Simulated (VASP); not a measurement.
# Os (Fm-3m) in VASP: a series of runs

Os is run at these levels: LDA; tasks: single point, relaxation of cell and atoms.

Program: VASP 6.6.1. These are calculated values, not measurements. Logs are shortened: lines on timing, memory, paths and dates and some standing lists are left out, and cuts for length are marked.

## 1. The cell of the first run

The structure is cubic, space group Fm-3m (No. 225). Conventional cell: a = 3.802 Å, b = 3.802 Å, c = 3.802 Å, α = 90.00°, β = 90.00°, γ = 90.00°. Within 3.5 Å of Os (site symmetry m-3m) lie 12 Os at 2.69 Å.

This isn't the form of Os at room conditions, which is hcp.

## 2. Single point, LDA

File INCAR:

```
PREC = Accurate
ENCUT = 600
EDIFF = 1E-6
ISMEAR = -1
SIGMA = 0.05
LREAL = False
LASPH = True
NELM = 120
ALGO = Normal
ISIF = 2
LWAVE = False
LCHARG = False
GGA = CA
NBANDS = 10
GGA_COMPAT = False
```

File KPOINTS:

```
Automatic mesh
0
Gamma
  21 21 21
```

File POSCAR:

```
Os
1.0
    0.0000000000      1.9012153971      1.9012153971
    1.9012153971      0.0000000000      1.9012153971
    1.9012153971      1.9012153971      0.0000000000
Os
1
Direct
    0.0000000000      0.0000000000      0.0000000000
```

Potentials or basis: VASP PAW LDA potentials, release 64 (Os).

Started as:

```bash
cat potpaw_LDA.64/Os/POTCAR > POTCAR
mpirun -np 1 vasp_std > vasp.out
```

OUTCAR:

```text
PREC = Accurate
   ENCUT = 600
   EDIFF = 1E-6
   ISMEAR = -1
   LREAL = False
   LASPH = True
   NELM = 120
   ISIF = 2
   GGA = CA

 ion  position               nearest neighbor table
   1  0.000  0.000  0.000-

  LATTYP: Found a face centered cubic cell.
 ALAT       =     3.8024307942

  Lattice vectors:

 A1 = (   0.0000000000,   1.9012153971,   1.9012153971)
 A2 = (   1.9012153971,   0.0000000000,   1.9012153971)
 A3 = (   1.9012153971,   1.9012153971,   0.0000000000)

Analysis of symmetry for initial positions (statically):
=====================================================================
 Subroutine PRICEL returns:
 Original cell was already a primitive cell.

 Routine SETGRP: Setting up the symmetry group for a
 face centered cubic supercell.

 Subroutine GETGRP returns: Found 48 space group operations
 (whereof 48 operations were pure point group operations)
 out of a pool of 48 trial point group operations.

The static configuration has the point symmetry O_h .

Analysis of symmetry for dynamics (positions and initial velocities):
=====================================================================
 Subroutine PRICEL returns:
 Original cell was already a primitive cell.

 Routine SETGRP: Setting up the symmetry group for a
 face centered cubic supercell.

 Subroutine GETGRP returns: Found 48 space group operations
 (whereof 48 operations were pure point group operations)
 out of a pool of 48 trial point group operations.

The dynamic configuration has the point symmetry O_h .

 Subroutine INISYM returns: Found 48 space group operations
 (whereof 48 operations are pure point group operations),
 and found     1 'primitive' translations

----------------------------------------------------------------------------------------

                                     Primitive cell

  volume of cell :      13.7443

  direct lattice vectors                    reciprocal lattice vectors
     0.000000000  1.901215397  1.901215397    -0.262989665  0.262989665  0.262989665
     1.901215397  0.000000000  1.901215397     0.262989665 -0.262989665  0.262989665
     1.901215397  1.901215397  0.000000000     0.262989665  0.262989665 -0.262989665

  length of vectors
     2.688724600  2.688724600  2.688724600     0.455511461  0.455511461  0.455511461

  position of ions in fractional coordinates (direct lattice)
     0.000000000  0.000000000  0.000000000

  ion indices of the primitive-cell ions
   primitive index   ion index
                 1           1

----------------------------------------------------------------------------------------

 KPOINTS: Automatic mesh

Automatic generation of k-mesh.
 Grid dimensions read from file:
 generate k-points for:   21   21   21

 Generating k-lattice:

  Cartesian coordinates                     Fractional coordinates (reciprocal lattice)
    -0.012523317  0.012523317  0.012523317     0.047619048  0.000000000  0.000000000
     0.012523317 -0.012523317  0.012523317     0.000000000  0.047619048  0.000000000
     0.012523317  0.012523317 -0.012523317     0.000000000  0.000000000  0.047619048

  Length of vectors
     0.021691022  0.021691022  0.021691022

  Shift w.r.t. Gamma in fractional coordinates (k-lattice)
     0.000000000  0.000000000  0.000000000

 Subroutine IBZKPT returns following result:
 ===========================================

 Found    286 irreducible k-points:

 Following reciprocal coordinates:
            Coordinates               Weight
  0.000000  0.000000  0.000000      1.000000
  0.047619  0.000000  0.000000      8.000000
  0.095238  0.000000  0.000000      8.000000
  0.142857  0.000000  0.000000      8.000000
  0.190476  0.000000  0.000000      8.000000
  0.238095  0.000000  0.000000      8.000000
[... 16 lines left out ...]
 -0.428571  0.047619  0.000000     24.000000
 -0.380952  0.047619  0.000000     24.000000
 [... further k-points ...]
   k-points           NKPTS =    286   k-points in BZ     NKDIM =    286   number of bands    NBANDS=     10
   number of dos      NEDOS =    301   number of ions     NIONS =      1
   total plane-waves  NPLWV =  13824
   dimension x,y,z NGX =    24 NGY =   24 NGZ =   24
   dimension x,y,z NGXF=    48 NGYF=   48 NGZF=   48
   ions per type =               1
   NGX,Y,Z   is equivalent  to a cutoff of  14.84, 14.84, 14.84 a.u.
   NGXF,Y,Z  is equivalent  to a cutoff of  29.68, 29.68, 29.68 a.u.
 SYSTEM =  unknown system
   PREC   = accura    normal or accurate (medium, high low for compatibility)
   ISTART =      0    job   : 0-new  1-cont  2-samecut
   ICHARG =      2    charge: 1-file 2-atom 10-const
   ISPIN  =      1    spin polarized calculation?
   LNONCOLLINEAR =      F non collinear calculations
   LSORBIT =      F    spin-orbit coupling
   LASPH  =      T    aspherical Exc in radial PAW
   ENCUT  =  600.0 eV  44.10 Ry    6.64 a.u.   5.37  5.37  5.37*2*pi/ulx,y,z
   NELM   =    120;   NELMIN=  2; NELMDL= -5     # of ELM steps
   EDIFF  = 0.1E-05   stopping-criterion for ELM
   LREAL  =      F    real-space projection
   EDIFFG = 0.1E-04   stopping-criterion for IOM
   NSW    =      0    number of steps for IOM
   IBRION =     -1    ionic relax: 0-MD 1-quasi-New 2-CG
   NFREE  =      0    steps in history (QN), initial steepest desc. (CG)
   ISIF   =      2    stress and relaxation
   ISYM   =      2    0-nonsym 1-usesym 2-fastsym
   POTIM  = 0.5000    time-step for ionic-motion
   TEBEG  =    0.0;   TEEND  =   0.0 temperature during run
   PSTRESS=    0.0 pullay stress
   NELECT =       8.0000    total number of electrons
   NUPDOWN=      -1.0000    fix difference up-down
   EMIN   =  10.00;   EMAX   =-10.00  energy-range for DOS
   EFERMI =   0.00;   METHOD = LEGACY
   ISMEAR =    -1;   SIGMA  =   0.05  broadening in eV -4-tet -1-fermi 0-gaus
   EFERMI_NEDOS =   21; number of points for ismear=-14 and -15
   IALGO  =     38    algorithm
   IMIX   =      4    mixing-type and parameters
     AMIX     =   0.40;   BMIX     =  1.00
     AMIX_MAG =   1.60;   BMIX_MAG =  1.00
  volume/ion in A,a.u.               =      13.74        92.75
  Fermi-wavevector in a.u.,A,eV,Ry     =   1.366879  2.583027 25.420568  1.868359
  Thomas-Fermi vector in A             =   2.492981
   LORBIT       =      0    0 simple, 1 ext, 2 COOP (PROOUT), +10 PAW based schemes
   GGA     = CA    functional components
   LHFCALC =     F    Hartree Fock is set to
   AEXX    =    0.0000 exact exchange contribution
   IVDW    =     0    specifies the selected vdW correction
   LEPSILON=     F    determine dielectric tensor
   LRPA    =     F    only Hartree local field effects (RPA)
 non-spin polarized calculation
  energy-cutoff  :      600.00
  volume of cell :       13.74
 maximum number of plane-waves:       473
 NGX is ok and might be reduce to    24
   NGX = 11   NGY = 11   NGZ = 11

 number of electron       8.0000001 magnetization

 Free energy of the ion-electron system (eV)
  ---------------------------------------------------
  ext. energy  EPLUGINS =         0.00000000
  ---------------------------------------------------
  free energy    TOTEN  =       -12.51523582 eV

  energy without entropy =      -12.50844798  energy(sigma->0) =      -12.51184190

 E-fermi :   9.5203     XC(G=0): -14.2783

 val. band max:        9.5183607631   @ k =   0.3810   0.3810   0.0000
 cond. band min:       9.5507790531   @ k =   0.0476   0.0000   0.0000
 fundamental gap:      0.0324182901
 Fermi energy:         9.5202975500

 k-point     1 :       0.0000    0.0000    0.0000
  band No.  band energies     occupation
      1      -1.3651      2.00000
      2       6.4442      2.00000
      3       6.4442      2.00000
      4       6.4442      2.00000
      5       9.5889      0.40490
      6       9.5889      0.40490
      7      23.8596      0.00000
      8      29.7366      0.00000
      9      29.7366      0.00000
     10      29.7366      0.00000

 k-point     2 :       0.0476    0.0000    0.0000
  band No.  band energies     occupation
      1      -1.2558      2.00000
      2       6.3770      2.00000
      3       6.4947      2.00000
      4       6.4947      2.00000
      5       9.5508      0.70429
      6       9.5508      0.70429
      7      24.0654      0.00000
      8      29.1568      0.00000
      9      29.9311      0.00000
     10      29.9311      0.00000

 k-point     3 :       0.0952    0.0000    0.0000
  band No.  band energies     occupation
      1      -0.9369      2.00000
      2       6.1976      2.00000
      3       6.6326      2.00000
      4       6.6326      2.00000
      5       9.4581      1.55246
      6       9.4581      1.55245
      7      24.6447      0.00000
      8      27.9781      0.00000
      9      30.5020      0.00000
     10      30.5020      0.00000

 k-point     4 :       0.1429    0.0000    0.0000
  band No.  band energies     occupation
      1      -0.4384      2.00000
      2       5.9679      2.00000
      3       6.8111      2.00000
      4       6.8111      2.00000
      5       9.3768      1.89261
      6       9.3768      1.89261
      7      25.4179      0.00000
      8      26.8024      0.00000
      9      31.4146      0.00000
     10      31.4146      0.00000

 k-point     5 :       0.1905    0.0000    0.0000
  band No.  band energies     occupation
      1       0.1804      2.00000
      2       5.7817      2.00000
      3       6.9452      2.00000
      4       6.9452      2.00000
      5       9.4133      1.78953
      6       9.4133      1.78953
      7      25.1816      0.00000
      8      26.7920      0.00000
      9      32.6162      0.00000
     10      32.6162      0.00000

 k-point     6 :       0.2381    0.0000    0.0000
  band No.  band energies     occupation
      1       0.8156      2.00000
      2       5.7654      2.00000
      3       6.9535      2.00000
      4       6.9535      2.00000
      5       9.6628      0.10936
      6       9.6628      0.10936
      7      24.1127      0.00000
      8      27.3640      0.00000
      9      34.0209      0.00000
     10      34.0209      0.00000

 k-point     7 :       0.2857    0.0000    0.0000
  band No.  band energies     occupation
      1       1.3253      2.00000
      2       6.0626      2.00000
      3       6.8378      2.00000
      4       6.8378      2.00000
      5      10.1212      0.00001
      6      10.1212      0.00001
      7      23.0409      0.00000
      8      27.0173      0.00000
      9      34.7363      0.00000
     10      34.9505      0.00000

 k-point     8 :       0.3333    0.0000    0.0000
  band No.  band energies     occupation
      1       1.6133      2.00000
      2       6.6642      2.00000
      3       6.6642      2.00000
      4       6.7420      2.00000
      5      10.6984      0.00000
      6      10.6984      0.00000
      7      21.9615      0.00000
      8      25.8509      0.00000
      9      33.4539      0.00000
     10      33.4539      0.00000

 k-point     9 :       0.3810    0.0000    0.0000
  band No.  band energies     occupation
      1       1.7130      2.00000
      2       6.4936      2.00000
      3       6.4936      2.00000
      4       7.6979      2.00000
      5      11.2836      0.00000
      6      11.2836      0.00000
      7      20.8134      0.00000
      8      24.6501      0.00000
      9      31.9260      0.00000
     10      31.9260      0.00000
[... 118 lines left out ...]
 k-point    19 :       0.3810    0.0476    0.0000
  band No.  band energies     occupation
      1       1.7895      2.00000
      2       6.4378      2.00000
      3       6.6557      2.00000
      4       7.1560      2.00000
      5      11.0081      0.00000
      6      11.4070      0.00000
      7      21.2559      0.00000
      8      25.1257      0.00000
      9      31.6170      0.00000
     10      32.7315      0.00000

 k-point    20 :       0.4286    0.0476    0.0000
  band No.  band energies     occupation
      1       1.8169      2.00000
      2       6.2847      2.00000
      3       6.5036      2.00000
      4       8.1076      2.00000
      5      11.6986      0.00000
      6      11.8440      0.00000
      7      20.0278      0.00000
      8      24.2174      0.00000
      9      30.6161      0.00000
     10      31.3863      0.00000

 k-point    21 :       0.4762    0.0476    0.0000
  band No.  band energies     occupation
      1       1.8054      2.00000
      2       6.1979      2.00000
      3       6.4018      2.00000
      4       8.8616      2.00000
      5      12.0719      0.00000
      6      12.2474      0.00000
      7      19.0489      0.00000
      8      23.7288      0.00000
      9      30.1009      0.00000
     10      30.4095      0.00000

 k-point    22 :      -0.4762    0.0476    0.0000
  band No.  band energies     occupation
      1       1.8003      2.00000
      2       6.1856      2.00000
      3       6.3651      2.00000
      4       9.0957      1.99959
      5      12.0239      0.00000
      6      12.4977      0.00000
      7      18.7586      0.00000
      8      23.6131      0.00000
      9      29.9566      0.00000
     10      30.1663      0.00000

 k-point    23 :      -0.4286    0.0476    0.0000
  band No.  band energies     occupation
      1       1.8119      2.00000
      2       6.2477      2.00000
      3       6.3994      2.00000
      4       8.6813      2.00000
      5      11.7021      0.00000
      6      12.3766      0.00000
      7      19.3279      0.00000
      8      23.8500      0.00000
      9      30.0844      0.00000
     10      30.8209      0.00000

 k-point    24 :      -0.3810    0.0476    0.0000
  band No.  band energies     occupation
      1       1.8188      2.00000
      2       6.3757      2.00000
      3       6.5019      2.00000
      4       7.8278      2.00000
      5      11.1739      0.00000
      6      11.9794      0.00000
      7      20.4381      0.00000
      8      24.4756      0.00000
      9      30.7512      0.00000
     10      32.0037      0.00000

 [... further k-points ...]
[... 5 lines left out ...]
  --------------------------------------------------------------------------------------
  -------------------------------------------------------------------------------------
  Total        0.1113426      0.1113426      0.1113426     -0.0000000     -0.0000000      0.0000000
  in kB       12.9792032     12.9792032     12.9792032     -0.0000000     -0.0000000      0.0000000
  external PRESSURE =      12.9792032 kB  Pullay stress =       0.0000000 kB

 VOLUME and BASIS-vectors are now :
 -----------------------------------------------------------------------------
  energy-cutoff  :      600.00
  volume of cell :       13.74
      direct lattice vectors                 reciprocal lattice vectors
     0.000000000  1.901215397  1.901215397    -0.262989665  0.262989665  0.262989665
     1.901215397  0.000000000  1.901215397     0.262989665 -0.262989665  0.262989665
     1.901215397  1.901215397  0.000000000     0.262989665  0.262989665 -0.262989665

 POSITION                                       TOTAL-FORCE (eV/Angst)
 -----------------------------------------------------------------------------------
      0.00000      0.00000      0.00000         0.000000      0.000000      0.000000
 -----------------------------------------------------------------------------------
    total drift:                                0.000000      0.000000      0.000000

  FREE ENERGIE OF THE ION-ELECTRON SYSTEM (eV)
  ---------------------------------------------------
  free  energy   TOTEN  =       -12.5152358175 eV

  energy  without entropy=      -12.5084479813  energy(sigma->0) =      -12.51184190
```

It took 25 s on 1 thread of Intel Xeon Platinum 8259CL at 2.50GHz (Skylake/Cascade Lake), shared host; peak memory 0.17 GiB.

Results:

| Quantity | Value |
| --- | --- |
| Free energy | -12.5152 eV |
| Pressure | 1.3 GPa |
| Band gap on the k mesh | zero (bands 4 and 5 overlap by 4.22 eV) |

Caveat: spin-orbit coupling is left out, which moves the levels of the heavy elements.

(Part 1 of 2 ends here.)
